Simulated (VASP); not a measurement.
Input of a VASP 6.6.1 run:

Contents of INCAR:

```
SYSTEM = V3F
PREC = Accurate
ENCUT = 520
EDIFF = 1E-6
ISMEAR = 0
SIGMA = 0.1
LREAL = .FALSE.
LASPH = .TRUE.
NELM = 60
ALGO = Normal
ISIF = 2
LWAVE = .FALSE.
LCHARG = .FALSE.
GGA = PE
NBANDS = 31
```

File KPOINTS:

```
regular mesh
0
G
  12 12 12
  0 0 0
```

POSCAR

```
V3F
1.0
    2.2934314086      1.3241132411      2.8885072196
   -2.2934314086      1.3241132411      2.8885072196
    0.0000000000     -2.6482264822      2.8885072195
V F
3 1
Direct
    0.2513583422      0.2513583422      0.2513583422
    0.7486416578      0.7486416578      0.7486416578
    0.5000000000      0.5000000000      0.5000000000
    0.0000000000      0.0000000000      0.0000000000
```

Potentials or basis: VASP PAW PBE potentials, release 64 (V_sv, F).

Command:

```bash
$ cat potpaw_PBE.64/V_sv/POTCAR potpaw_PBE.64/F/POTCAR > POTCAR
$ mpirun -np 1 vasp_std > vasp.out
```

Question: What does it give for the band gap on the k mesh?

Answer: Zero (band 23 reaches 8.24 eV, above the bottom of band 24 at 7.85 eV).

Question: Predict the largest force.

Answer: 0.104 eV/Å.

Stress tensor (GPa, compression positive):
```
-0.05  0.00  0.00
 0.00 -0.05  0.00
 0.00  0.00  1.61
```

Caveat: the run has no spin polarisation, though such a crystal can be magnetic. With open d or f shells a metallic result of PBE can be an artefact of self-interaction; +U or a hybrid may open a gap.
